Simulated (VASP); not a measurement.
InSe: single point with PBEsol

InSe:

```
In Se
1.0
     5.87493   -2.05527   -0.00529
     5.87493    2.05527   -0.00529
    -1.60512    0.00000    4.27209
In Se
2 2
Direct
  0.88580 0.88580 0.02905
  0.11420 0.11420 0.97095
  0.65472 0.65472 0.63749
  0.34528 0.34528 0.36251
```

```
Program                : VASP 6.6.1
Task                   : single point
Functional             : PBEsol
Potentials or basis    : VASP PAW PBE potentials, release 64 (In_d, Se)
Cutoff                 : 520 eV
k mesh                 : 8 × 8 × 6
Occupations            : gaussian, width 0.05 eV
Spin                   : no spin polarisation
Dipole correction      : no
Further INCAR settings : ALGO = Normal; EDIFF = 1e-06; NBANDS = 27
```

```json
{"Pressure": "0.1 GPa", "Largest force": "0.018 eV/Å", "Band gap on the k mesh": "0.69 eV, indirect (least direct gap 1.04 eV)"}
```

Forces on the atoms (eV/Å):
```
In   0.018  0.000 -0.004
In  -0.018  0.000  0.004
Se   0.000  0.000 -0.017
Se   0.000  0.000  0.017
```

Levels at points of the mesh, in eV from the valence-band top:
| k point | band 16 | band 17 | band 18 | band 19 | band 20 | band 21 | band 22 | band 23 |
| --- | --- | --- | --- | --- | --- | --- | --- | --- |
| (0.00, 0.00, 0.00) | -2.69 | -2.41 | -1.90 | -1.55 | 2.58 | 3.32 | 3.83 | 4.93 |
| (0.50, 0.00, 0.00) | -2.16 | -1.72 | -1.54 | -1.20 | 1.52 | 2.40 | 3.17 | 3.36 |
| (0.50, 0.50, 0.00) | -2.59 | -1.28 | -0.93 | -0.44 | 1.00 | 2.59 | 2.64 | 4.36 |
| (0.00, 0.00, 0.50) | -1.91 | -1.78 | -1.30 | -0.28 | 0.78 | 2.29 | 3.32 | 3.34 |
| (0.50, 0.00, 0.50) | -3.47 | -2.76 | -2.52 | -1.92 | 2.05 | 3.01 | 4.21 | 4.38 |
| (0.50, 0.50, 0.50) | -1.67 | -1.63 | -1.25 | -0.44 | 1.95 | 2.91 | 3.05 | 3.87 |

It took 11 min on 1 thread of AMD EPYC 7R13, on a shared host, peak memory 0.43 GiB.

Caveat: the PAW data sets were made with another functional, which shifts forces and pressure a little; spin-orbit coupling is left out, which moves the levels of the heavy elements. A k mesh can miss the band edges.
